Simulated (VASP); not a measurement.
Wanted: the native input for a VASP 6.6.1 run.

```
Task                      : relaxation of the atoms
Functional                : PBEsol
Potentials or basis       : VASP PAW PBE potentials, release 64 (Al)
Cutoff                    : 520 eV
k mesh                    : 10 × 7 × 1
Occupations               : gaussian, width 0.1 eV
Spin                      : no spin polarisation
Dipole correction         : yes
Atoms held fixed (from 0) : [0, 1, 2]
Further INCAR settings    : ALGO = Normal; EDIFF = 1e-07; IBRION = 2; EDIFFG = -0.03; NSW = 90
```

The structure of Al lies in POSCAR:

```
Al
1.0
    2.8394270062      0.0000000000      0.0000000000
    0.0000000000      4.0155561815      0.0000000000
    0.0000000000      0.0000000000     24.0985675155
Al
6
Selective dynamics
Direct
    0.5000000000      0.5000000000      0.3527180607  F F F
    0.0000000000      0.0000000000      0.4116308364  F F F
    0.5000000000      0.5000000000      0.4705436121  F F F
    0.0000000000      0.0000000000      0.5294563879  T T T
    0.5000000000      0.5000000000      0.5883691636  T T T
    0.0000000000      0.0000000000      0.6472819393  T T T
```

One way to write it, as run:

INCAR

```
SYSTEM = Al
PREC = Accurate ; ENCUT = 520
EDIFF = 1E-7 ; ISMEAR = 0
SIGMA = 0.1 ; LREAL = .False.
LASPH = .True. ; NELM = 80
ALGO = Normal ; ISIF = 2
LWAVE = .False. ; LCHARG = .False.
LDIPOL = .True. ; IDIPOL = 3
DIPOL = 0.5 0.5 0.500 ; GGA = PS
IBRION = 2 ; NSW = 90
EDIFFG = -0.03
```

KPOINTS

```
regular mesh
0
Gamma
  10 7 1
  0 0 0
```

Potentials or basis: VASP PAW PBE potentials, release 64 (Al).

Run with:

```bash
$ cat potpaw_PBE.64/Al/POTCAR > POTCAR
$ mpirun -np 1 vasp_std > vasp.out
```

It gave:

```json
{
  "Energy gained by relaxing": "4.1 meV/atom",
  "Ionic steps": "12",
  "Band gap on the k mesh": "zero (bands 9 and 10 overlap by 3.07 eV)"
}
```

It took 7 min on 1 thread of Intel(R) Xeon(R) Platinum 8488C (Sapphire Rapids) (shared host), peak memory 0.39 GiB.
